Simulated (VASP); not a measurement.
PbSe:

```
CELL_PARAMETERS angstrom
3.73318 0.00000 0.00000
0.00000 3.73318 0.00000
0.00000 0.00000 3.73318
ATOMIC_POSITIONS crystal
Pb 0.00000 0.00000 0.00000
Se 0.50000 0.50000 0.50000
```

Base run:

* Program: VASP 6.6.1
* Functional: PBE
* Potentials or basis: VASP PAW PBE potentials, release 64 (Pb_d, Se)
* Cutoff: 520 eV
* k mesh: 7 × 7 × 7
* Occupations: fermi-dirac, width 0.05 eV
* Spin: no spin polarisation

Its results: band gap on the k mesh zero (band 10 reaches 5.77 eV, above the bottom of band 11 at 5.54 eV); pressure 2.0 GPa.

Problem. The run is repeated on the same cell with these changes: functional from PBE to PBEsol. What comes out?

Solution. Band gap on the k mesh zero (band 10 reaches 5.63 eV, above the bottom of band 11 at 5.33 eV); pressure -1.3 GPa.

PBEsol binds more tightly than PBE, so the same cell stands under less pressure.

Caveats: spin-orbit coupling is left out, which moves the levels of the heavy elements; the PAW data sets were made with another functional, which shifts forces and pressure a little (some runs).
